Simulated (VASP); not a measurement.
# BaTiO3 (Barioperovskite) (Amm2) in VASP: further runs

BaTiO3 (Barioperovskite) is run at these levels: PBEsol; tasks: single point.

Everything below comes from runs of VASP 6.6.1. Logs are shortened: lines on timing, memory, paths and dates and some standing lists are left out, and cuts for length are marked.

## 1. The cell of the first run

The structure is orthorhombic, space group Amm2 (No. 38). The conventional cell has a = 3.966 Å, b = 5.645 Å, c = 5.748 Å, α = 90.00°, β = 90.00°, γ = 90.00°. Ba (site symmetry mm2) has 12 O at 2.80 to 2.95 Å and 8 Ti at 3.43 to 3.55 Å within 3.7 Å. Ti (site symmetry mm2) has 6 O at 1.93 to 2.10 Å within 2.6 Å. Within 2.6 Å of O (site symmetry mm2) lie 2 Ti at 1.99 Å. O (site symmetry m) has 2 Ti at 1.93 to 2.10 Å within 2.6 Å.

## 2. Single point, PBEsol

Input file INCAR:

```
SYSTEM = BaTiO3
ALGO = Normal
EDIFF = 1E-7
ENCUT = 520
GGA = PS
ISIF = 2
ISMEAR = 0
LASPH = .TRUE.
LCHARG = .TRUE.
LELF = .TRUE.
LREAL = .FALSE.
LVHAR = .TRUE.
LWAVE = .FALSE.
NBANDS = 28
NELM = 80
PREC = Accurate
SIGMA = 0.02
```

Input file KPOINTS:

```
k-points
0
G
  6 6 6
  0 0 0
```

Input file POSCAR:

```
BaTiO3
1.0
    3.9655725000      0.0000000000      0.0000000000
    0.0000000000      2.8227155000      2.8738163178
    0.0000000000     -2.8227155000      2.8738163178
Ba Ti O
1 1 3
Direct
    0.0000000000      0.0000000000      0.0000000000
    0.5000000000      0.5124000000      0.5124000000
    0.0000000000      0.4874000000      0.4874000000
    0.5000000000      0.5052400000      0.9918400000
    0.5000000000      0.9918400000      0.5052400000
```

Potentials or basis: VASP PAW PBE potentials, release 64 (Ba_sv, Ti_sv, O).

The run is started by

```
$ cat potpaw_PBE.64/Ba_sv/POTCAR potpaw_PBE.64/Ti_sv/POTCAR potpaw_PBE.64/O/POTCAR > POTCAR
$ mpirun -np 1 vasp_std > vasp.out
```

OUTCAR:

```text
SYSTEM = BaTiO3
   EDIFF = 1E-7
   ENCUT = 520
   GGA = PS
   ISIF = 2
   ISMEAR = 0
   LASPH = .TRUE.
   LREAL = .FALSE.
   NELM = 80
   PREC = Accurate

 ion  position               nearest neighbor table
   1  0.000  0.000  0.000-   3 2.80   4 2.81   5 2.81   4 2.81   5 2.81   3 2.82   3 2.82   4 2.84
                             5 2.84   5 2.84   4 2.84   3 2.95   2 3.43   2 3.43   2 3.45   2 3.45
   2  0.500  0.512  0.512-   4 1.93   5 1.93   3 1.99   3 1.99   5 2.10   4 2.10   1 3.43   1 3.43
                             1 3.45   1 3.45   1 3.45   1 3.45   1 3.55   1 3.55
   3  0.000  0.487  0.487-   2 1.99   2 1.99   1 2.80   1 2.82   1 2.82   1 2.95
   4  0.500  0.505  0.992-   2 1.93   2 2.10   1 2.81   1 2.81   1 2.84   1 2.84
   5  0.500  0.992  0.505-   2 1.93   2 2.10   1 2.81   1 2.81   1 2.84   1 2.84

  LATTYP: Found a base centered orthorhombic cell.
 ALAT       =     5.6454310000
 B/A-ratio  =     1.0181034248
 C/A-ratio  =     0.7024392823

  Lattice vectors:

 A1 = (   0.0000000000,   2.8227155000,  -2.8738163178)
 A2 = (   0.0000000000,   2.8227155000,   2.8738163178)
 A3 = (   3.9655725000,   0.0000000000,   0.0000000000)

Analysis of symmetry for initial positions (statically):
=====================================================================
 Subroutine PRICEL returns:
 Original cell was already a primitive cell.

 Routine SETGRP: Setting up the symmetry group for a
 base centered orthorhombic supercell.

 Subroutine GETGRP returns: Found  4 space group operations
 (whereof  4 operations were pure point group operations)
 out of a pool of  8 trial point group operations.

The static configuration has the point symmetry C_2v.

Analysis of symmetry for dynamics (positions and initial velocities):
=====================================================================
 Subroutine PRICEL returns:
 Original cell was already a primitive cell.

 Routine SETGRP: Setting up the symmetry group for a
 base centered orthorhombic supercell.

 Subroutine GETGRP returns: Found  4 space group operations
 (whereof  4 operations were pure point group operations)
 out of a pool of  8 trial point group operations.

The dynamic configuration has the point symmetry C_2v.

 Subroutine INISYM returns: Found  4 space group operations
 (whereof  4 operations are pure point group operations),
 and found     1 'primitive' translations

----------------------------------------------------------------------------------------

                                     Primitive cell

  volume of cell :      64.3372

  direct lattice vectors                    reciprocal lattice vectors
     3.965572500  0.000000000  0.000000000     0.252170399  0.000000000  0.000000000
     0.000000000  2.822715500  2.873816318     0.000000000  0.177134394  0.173984676
     0.000000000 -2.822715500  2.873816318     0.000000000 -0.177134394  0.173984676

  length of vectors
     3.965572500  4.028218343  4.028218343     0.252170399  0.248288665  0.248288665

  position of ions in fractional coordinates (direct lattice)
     0.000000000  0.000000000  0.000000000
     0.500000000  0.512400000  0.512400000
     0.000000000  0.487400000  0.487400000
     0.500000000  0.505240000  0.991840000
     0.500000000  0.991840000  0.505240000

  ion indices of the primitive-cell ions
   primitive index   ion index
                 1           1
                 2           2
                 3           3
                 4           4
                 5           5

----------------------------------------------------------------------------------------

 KPOINTS: k-points

Automatic generation of k-mesh.
 Grid dimensions read from file:
 generate k-points for:    6    6    6

 Generating k-lattice:

  Cartesian coordinates                     Fractional coordinates (reciprocal lattice)
     0.042028400  0.000000000  0.000000000     0.166666667  0.000000000  0.000000000
     0.000000000  0.029522399  0.028997446     0.000000000  0.166666667  0.000000000
[... 57 lines left out ...]
[... 20 lines left out ...]
     27       9.1850      0.00000
     28      11.4638      0.00000

 k-point     3 :       0.3333    0.0000    0.0000
  band No.  band energies     occupation
      1     -52.6405      2.00000
      2     -29.0116      2.00000
      3     -28.9841      2.00000
      4     -28.9699      2.00000
      5     -21.0157      2.00000
      6     -13.2682      2.00000
[... 20 lines left out ...]
     27      10.3715      0.00000
     28      11.8592      0.00000

 k-point     4 :       0.5000    0.0000    0.0000
  band No.  band energies     occupation
      1     -52.6402      2.00000
      2     -29.0264      2.00000
      3     -28.9835      2.00000
      4     -28.9693      2.00000
      5     -20.9825      2.00000
      6     -13.3538      2.00000
[... 20 lines left out ...]
     27      11.1902      0.00000
     28      11.7815      0.00000

 k-point     5 :       0.0000    0.1667   -0.0000
  band No.  band energies     occupation
      1     -52.6412      2.00000
      2     -28.9944      2.00000
      3     -28.9753      2.00000
      4     -28.9664      2.00000
      5     -21.0838      2.00000
      6     -13.1723      2.00000
[... 20 lines left out ...]
     27       9.1784      0.00000
     28      11.4361      0.00000

 k-point     6 :       0.1667    0.1667   -0.0000
  band No.  band energies     occupation
      1     -52.6409      2.00000
      2     -28.9937      2.00000
      3     -28.9814      2.00000
      4     -28.9746      2.00000
      5     -21.0546      2.00000
      6     -13.1373      2.00000
[... 463 lines left out ...]
      5     -21.0053      2.00000
      6     -13.2029      2.00000
[... 20 lines left out ...]
     27      10.8774      0.00000
     28      12.3535      0.00000

 k-point    22 :       0.1667    0.3333    0.1667
  band No.  band energies     occupation
      1     -52.6401      2.00000
      2     -29.0163      2.00000
      3     -28.9876      2.00000
      4     -28.9795      2.00000
      5     -20.9824      2.00000
      6     -13.0909      2.00000
[... 20 lines left out ...]
     27      11.0462      0.00000
     28      12.0991      0.00000

 k-point    23 :       0.3333    0.3333    0.1667
  band No.  band energies     occupation
      1     -52.6395      2.00000
      2     -29.0147      2.00000
      3     -29.0087      2.00000
      4     -28.9861      2.00000
      5     -20.9360      2.00000
      6     -12.8918      2.00000
[... 20 lines left out ...]
     27      11.8647      0.00000
     28      11.9337      0.00000

 k-point    24 :       0.5000    0.3333    0.1667
  band No.  band energies     occupation
      1     -52.6392      2.00000
      2     -29.0232      2.00000
      3     -29.0139      2.00000
      4     -28.9855      2.00000
      5     -20.9124      2.00000
      6     -12.8273      2.00000
[... 20 lines left out ...]
     27      11.8091      0.00000
     28      12.1621      0.00000

 [... further k-points ...]
[... 5 lines left out ...]
  --------------------------------------------------------------------------------------
  -------------------------------------------------------------------------------------
  Total       -0.4225386     -0.1996435     -1.8999230      0.0000000      0.0000000      0.0000000
  in kB      -10.5224032     -4.9716877    -47.3134466      0.0000000      0.0000000      0.0000000
  external PRESSURE =     -20.9358458 kB  Pullay stress =       0.0000000 kB

 VOLUME and BASIS-vectors are now :
 -----------------------------------------------------------------------------
  energy-cutoff  :      520.00
  volume of cell :       64.34
      direct lattice vectors                 reciprocal lattice vectors
     3.965572500  0.000000000  0.000000000     0.252170399  0.000000000  0.000000000
     0.000000000  2.822715500  2.873816318     0.000000000  0.177134394  0.173984676
     0.000000000 -2.822715500  2.873816318     0.000000000 -0.177134394  0.173984676

 POSITION                                       TOTAL-FORCE (eV/Angst)
 -----------------------------------------------------------------------------------
      0.00000      0.00000      0.00000         0.000000      0.000000      0.165965
      1.98279      0.00000      2.94509         0.000000      0.000000      0.238159
      0.00000      0.00000      2.80140         0.000000      0.000000      0.196132
      1.98279     -1.37353      4.30233         0.000000      0.011419     -0.300128
      1.98279      1.37353      4.30233         0.000000     -0.011419     -0.300128
 -----------------------------------------------------------------------------------
    total drift:                                0.000000      0.000002      0.000685

  FREE ENERGIE OF THE ION-ELECTRON SYSTEM (eV)
  ---------------------------------------------------
  free  energy   TOTEN  =       -41.9678026674 eV

  energy  without entropy=      -41.9678026674  energy(sigma->0) =      -41.96780267
```

Wall time 1.8 min (1 thread of AMD EPYC 7R13 (Zen 3), shared host); peak memory 0.2 GiB.

Results:

- Free energy: -41.9678 eV
- Pressure: -2.1 GPa
- Largest force: 0.300 eV/Å
- Band gap on the k mesh: 1.77 eV, indirect (least direct gap 1.95 eV)

Forces in eV/Å, atoms in the order of the input:
```
Ba   0.000  0.000  0.166
Ti   0.000  0.000  0.238
O    0.000  0.000  0.196
O    0.000  0.011 -0.300
O    0.000 -0.011 -0.300
```

Levels at points of the mesh, in eV from the valence-band top:
| k point | band 17 | band 18 | band 19 | band 20 | band 21 | band 22 | band 23 | band 24 |
| --- | --- | --- | --- | --- | --- | --- | --- | --- |
| (0.00, 0.00, 0.00) | -1.10 | -0.37 | -0.30 | -0.17 | 1.77 | 1.84 | 2.06 | 4.01 |
| (0.50, 0.00, 0.00) | -1.87 | -1.83 | -0.91 | -0.73 | 2.00 | 3.55 | 3.61 | 3.99 |
| (0.00, 0.50, 0.00) | -1.85 | -1.69 | -0.84 | -0.75 | 2.06 | 3.50 | 3.54 | 4.08 |
| (0.50, 0.50, 0.00) | -1.74 | -0.89 | -0.88 | -0.09 | 3.52 | 3.60 | 3.95 | 4.74 |
| (0.00, 0.50, 0.50) | -1.69 | -0.99 | -0.90 | -0.16 | 3.49 | 3.59 | 3.91 | 4.95 |
| (0.50, 0.50, 0.50) | -2.37 | -0.06 | -0.02 | 0.00 | 4.17 | 4.18 | 4.21 | 6.52 |

Caveat: the PAW data sets were made with another functional, which shifts forces and pressure a little; spin-orbit coupling is left out, which moves the levels of the heavy elements.

## 3. Single point, PBEsol

Input file INCAR:

```
SYSTEM = BaTiO3
PREC     = Accurate       ! precision mode
ENCUT    = 520            ! plane-wave cutoff, eV
EDIFF    = 1E-6           ! SCF threshold, eV
ISMEAR   = 0              ! smearing method
SIGMA    = 0.02           ! smearing width, eV
LREAL    = .FALSE.        ! projectors in reciprocal space
LASPH    = .TRUE.         ! aspherical terms in the spheres
NELM     = 80             ! most SCF steps
ALGO     = Normal         ! electronic algorithm
ISIF     = 2              ! what is computed and relaxed
LWAVE    = .FALSE.        ! write WAVECAR
LCHARG   = .TRUE.         ! write CHGCAR
GGA      = PS             ! functional
LELF     = .TRUE.         ! ELF
LVHAR    = .TRUE.       
NBANDS   = 28             ! bands
```

Input file KPOINTS:

```
Automatic mesh
0
G
  6 6 6
  0 0 0
```

POSCAR, as its differences from that of step 2:

```diff
@@ -2,5 +2,5 @@
 1.0
-    3.9655725000      0.0000000000      0.0000000000
-    0.0000000000      2.8227155000      2.8738163178
-    0.0000000000     -2.8227155000      2.8738163178
+    3.9855000000      0.0000000000      0.0000000000
+    0.0000000000      2.8369000000      2.8451500000
+    0.0000000000     -2.8369000000      2.8451500000
 Ba Ti O
```

Potentials or basis: VASP PAW PBE potentials, release 64 (Ba_sv, Ti_sv, O).

The run is started by

```
$ cat potpaw_PBE.64/Ba_sv/POTCAR potpaw_PBE.64/Ti_sv/POTCAR potpaw_PBE.64/O/POTCAR > POTCAR
$ mpirun -np 1 vasp_std > vasp.out
```

Wall time 1.9 min (1 thread of AMD EPYC 7R13 (Zen 3), shared host); peak memory 0.2 GiB.

Results (log left out):

```
Free energy            : -41.9769 eV
Pressure               : -2.1 GPa
Largest force          : 0.279 eV/Å
Band gap on the k mesh : 1.80 eV, indirect (least direct gap 2.01 eV)
```

Forces on the atoms (eV/Å):
```
Ba   0.000  0.000  0.154
Ti   0.000  0.000  0.183
O    0.000  0.000  0.220
O    0.000  0.009 -0.278
O    0.000 -0.009 -0.278
```

Stress tensor (GPa, compression positive):
```
-2.03  0.00  0.00
 0.00 -1.87  0.00
 0.00  0.00 -2.50
```

Levels at points of the mesh, in eV from the valence-band top:
```
           k point  band 16  band 17  band 18  band 19  band 20  band 21  band 22  band 23  band 24  band 25
(0.00, 0.00, 0.00)    -1.16    -1.11    -0.36    -0.25    -0.21     1.80     1.87     2.03     4.04     4.09
(0.50, 0.00, 0.00)    -2.03    -1.84    -1.76    -0.84    -0.79     2.01     3.51     3.59     4.02     5.88
(0.00, 0.50, 0.00)    -1.97    -1.87    -1.71    -0.83    -0.75     2.06     3.53     3.56     4.07     6.00
(0.50, 0.50, 0.00)    -2.72    -1.74    -0.90    -0.89    -0.09     3.55     3.57     3.95     4.78     7.67
(0.00, 0.50, 0.50)    -2.72    -1.68    -0.92    -0.88    -0.14     3.54     3.60     3.94     4.90     7.71
(0.50, 0.50, 0.50)    -2.42    -2.41    -0.05    -0.01     0.00     4.16     4.21     4.22     6.52     6.57
```

Caveat: the PAW data sets were made with another functional, which shifts forces and pressure a little; spin-orbit coupling is left out, which moves the levels of the heavy elements. A k mesh can miss the band edges.

## 4. Single point, PBEsol

INCAR, as its differences from that of step 3:

```diff
@@ -12,6 +12,4 @@
 LWAVE    = .FALSE.        ! write WAVECAR
-LCHARG   = .TRUE.         ! write CHGCAR
+LCHARG   = .FALSE.        ! write CHGCAR
 GGA      = PS             ! functional
-LELF     = .TRUE.         ! ELF
-LVHAR    = .TRUE.       
 NBANDS   = 28             ! bands
```

Input file KPOINTS:

```
regular mesh
0
G
  6 6 6
  0 0 0
```

POSCAR, as its differences from that of step 3:

```diff
@@ -2,5 +2,5 @@
 1.0
-    3.9855000000      0.0000000000      0.0000000000
-    0.0000000000      2.8369000000      2.8451500000
-    0.0000000000     -2.8369000000      2.8451500000
+    4.0054275000      0.0000000000      0.0000000000
+    0.0000000000      2.8510845000      2.8169104725
+    0.0000000000     -2.8510845000      2.8169104725
 Ba Ti O
```

The run is started by

```
$ cat potpaw_PBE.64/Ba_sv/POTCAR potpaw_PBE.64/Ti_sv/POTCAR potpaw_PBE.64/O/POTCAR > POTCAR
$ mpirun -np 1 vasp_std > vasp.out
```

It took 96 s on 1 thread of AMD EPYC 7R13 (Zen 3), shared host; peak memory 0.2 GiB.

It converged, with:

| Quantity | Value |
| --- | --- |
| Free energy | -41.9723 eV |
| Pressure | -2.1 GPa |
| Largest force | 0.259 eV/Å |
| Band gap on the k mesh | 1.82 eV, indirect (least direct gap 2.03 eV) |

Forces in eV/Å, atoms in the order of the input:
```
Ba   0.000  0.000  0.140
Ti   0.000  0.000  0.133
O    0.000  0.000  0.244
O    0.000  0.008 -0.258
O    0.000 -0.008 -0.258
```

Stress tensor (GPa, compression positive):
```
-2.94  0.00  0.00
 0.00 -3.21  0.00
 0.00  0.00 -0.23
```

Levels at points of the mesh, in eV from the valence-band top:
| k point | band 17 | band 18 | band 19 | band 20 | band 21 | band 22 | band 23 | band 24 |
| --- | --- | --- | --- | --- | --- | --- | --- | --- |
| (0.00, 0.00, 0.00) | -1.14 | -0.37 | -0.25 | -0.22 | 1.82 | 1.87 | 1.98 | 4.05 |
| (0.50, 0.00, 0.00) | -1.83 | -1.69 | -0.85 | -0.77 | 2.01 | 3.45 | 3.55 | 4.04 |
| (0.00, 0.50, 0.00) | -1.90 | -1.74 | -0.83 | -0.76 | 2.05 | 3.55 | 3.57 | 4.05 |
| (0.50, 0.50, 0.00) | -1.74 | -0.93 | -0.91 | -0.10 | 3.52 | 3.57 | 3.93 | 4.79 |
| (0.00, 0.50, 0.50) | -1.69 | -0.87 | -0.86 | -0.13 | 3.57 | 3.59 | 3.96 | 4.84 |
| (0.50, 0.50, 0.50) | -2.36 | -0.04 | -0.03 | 0.00 | 4.13 | 4.22 | 4.22 | 6.45 |

Caveat: the PAW data sets were made with another functional, which shifts forces and pressure a little; spin-orbit coupling is left out, which moves the levels of the heavy elements. A k mesh can miss the band edges.

## 5. Single point, PBEsol

Input file INCAR:

```
SYSTEM = BaTiO3
PREC = Accurate
ENCUT = 520
EDIFF = 1E-7
ISMEAR = 0
SIGMA = 0.02
LREAL = .False.
LASPH = .True.
NELM = 100
ALGO = Normal
ISIF = 2
LWAVE = .False.
LCHARG = .False.
GGA = PS
NBANDS = 28
```

Input file KPOINTS:

```
regular mesh
0
Gamma
  6 6 6
  0 0 0
```

POSCAR, as its differences from that of step 4:

```diff
@@ -2,5 +2,5 @@
 1.0
-    4.0054275000      0.0000000000      0.0000000000
-    0.0000000000      2.8510845000      2.8169104725
-    0.0000000000     -2.8510845000      2.8169104725
+    4.0253550000      0.0000000000      0.0000000000
+    0.0000000000      2.8652690000      2.7890893050
+    0.0000000000     -2.8652690000      2.7890893050
 Ba Ti O
```

The run is started by

```
$ cat potpaw_PBE.64/Ba_sv/POTCAR potpaw_PBE.64/Ti_sv/POTCAR potpaw_PBE.64/O/POTCAR > POTCAR
$ mpirun -np 1 vasp_std > vasp.out
```

It took 1.8 min on 1 thread of AMD EPYC 7R13 (Zen 3), shared host; peak memory 0.2 GiB.

Results (log left out):

```yaml
Free_energy: -41.9541 eV
Pressure: -2.1 GPa
Largest_force: 0.269 eV/Å
Band_gap_on_the_k_mesh: 1.83 eV, indirect (least direct gap 2.01 eV)
```

Forces in eV/Å, atoms in the order of the input:
```
Ba   0.000  0.000  0.124
Ti   0.000  0.000  0.088
O    0.000  0.000  0.269
O    0.000  0.007 -0.241
O    0.000 -0.007 -0.241
```

Stress tensor (GPa, compression positive):
```
-3.79  0.00  0.00
 0.00 -4.49  0.00
 0.00  0.00  2.12
```

Levels at points of the mesh, in eV from the valence-band top:
| k point | band 17 | band 18 | band 19 | band 20 | band 21 | band 22 | band 23 | band 24 |
| --- | --- | --- | --- | --- | --- | --- | --- | --- |
| (0.00, 0.00, 0.00) | -1.15 | -0.38 | -0.29 | -0.18 | 1.83 | 1.88 | 1.94 | 4.02 |
| (0.50, 0.00, 0.00) | -1.82 | -1.62 | -0.92 | -0.71 | 2.02 | 3.39 | 3.52 | 4.06 |
| (0.00, 0.50, 0.00) | -1.93 | -1.76 | -0.84 | -0.77 | 2.04 | 3.56 | 3.58 | 4.03 |
| (0.50, 0.50, 0.00) | -1.75 | -0.95 | -0.94 | -0.12 | 3.47 | 3.57 | 3.91 | 4.81 |
| (0.00, 0.50, 0.50) | -1.70 | -0.86 | -0.79 | -0.11 | 3.58 | 3.60 | 3.98 | 4.79 |
| (0.50, 0.50, 0.50) | -2.30 | -0.05 | -0.03 | 0.00 | 4.10 | 4.22 | 4.24 | 6.37 |

Caveat: the PAW data sets were made with another functional, which shifts forces and pressure a little; spin-orbit coupling is left out, which moves the levels of the heavy elements. A k mesh can miss the band edges.

## 6. The runs side by side

```csv
cell,gap on the mesh (eV),pressure (GPa),largest force (eV/Å)
"a = 3.966, b = 4.028, c = 4.028 Å, angles 89.0, 90.0, 90.0°, 5 atoms",1.77,-2.1,0.30
"a = 3.986, b = 4.018, c = 4.018 Å, angles 89.8, 90.0, 90.0°, 5 atoms",1.80,-2.1,0.28
"a = 4.005, b = 4.008, c = 4.008 Å, angles 90.7, 90.0, 90.0°, 5 atoms",1.82,-2.1,0.26
"a = 4.025, b = 3.999, c = 3.999 Å, angles 91.5, 90.0, 90.0°, 5 atoms",1.83,-2.1,0.27
```

Alike in all rows: task single point; level PBEsol; potentials or basis VASP PAW PBE potentials, release 64 (Ba_sv, Ti_sv, O); no spin polarisation; k mesh 6 × 6 × 6; cutoff (eV) 520; smearing gaussian 0.02 eV.

Caveats: the PAW data sets were made with another functional, which shifts forces and pressure a little; spin-orbit coupling is left out, which moves the levels of the heavy elements.

Absolute energies hang on the potentials; compare differences alone.
